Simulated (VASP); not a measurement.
A run of VASP 6.6.1 is set up as follows.

POSCAR

```
TaN
1.0
    3.1408606230      0.0000000000      0.0000000000
   -1.5704303115      2.7200650893      0.0000000000
    0.0000000000      0.0000000000      5.0871626000
Ta N
2 2
Direct
    0.3333333333      0.6666666667      0.0000000000
    0.6666666667      0.3333333333      0.5000000000
    0.3333333333      0.6666666667      0.3850000000
    0.6666666667      0.3333333333      0.8850000000
```

The input INCAR.step1:

```
SYSTEM = TaN
PREC = Accurate
ENCUT = 520
ISMEAR = 0
SIGMA = 0.1
LREAL = .FALSE.
LASPH = .TRUE.
NELM = 100
NBANDS = 24
GGA = PE
ALGO = Normal
EDIFF = 1E-4
LWAVE = .TRUE.
LCHARG = .FALSE.
```

The input INCAR.step2:

```
SYSTEM = TaN
PREC = Accurate
ENCUT = 520
EDIFF = 1E-6
ISMEAR = 0
SIGMA = 0.1
LREAL = .FALSE.
LASPH = .TRUE.
NELM = 100
ALGO = Normal
ISIF = 2
LWAVE = .FALSE.
LCHARG = .TRUE.
METAGGA = R2SCAN
LMIXTAU = .TRUE.
LELF = .TRUE.
LVHAR = .TRUE.
NBANDS = 24
ISTART = 1
```

File KPOINTS:

```
Automatic mesh
0
G
  15 15 8
  0 0 0
```

Potentials or basis: VASP PAW PBE potentials, release 64 (Ta_pv, N).

Launch:

```console
$ cat potpaw_PBE.64/Ta_pv/POTCAR potpaw_PBE.64/N/POTCAR > POTCAR
$ cp INCAR.step1 INCAR
$ mpirun -np 1 vasp_std > vasp.out
$ cp INCAR.step2 INCAR
$ mpirun -np 1 vasp_std > vasp.out
```

Problem. Estimate the band gap on the k mesh.

Solution. Zero (band 16 reaches 10.07 eV, above the bottom of band 17 at 7.38 eV).

Problem. Predict the largest force.

Solution. 2.230 eV/Å.

Problem. Estimate the pressure.

Solution. 81.4 GPa.

Forces in eV/Å, atoms in the order of the input:
```
Ta   0.000  0.000  2.230
Ta   0.000  0.000  2.230
N    0.000  0.000 -2.230
N    0.000  0.000 -2.230
```

Caveat: the cell differs from its parent crystal (functional r2SCAN, strained); the PAW data sets were made with another functional, which shifts forces and pressure a little; spin-orbit coupling is left out, which moves the levels of the heavy elements.
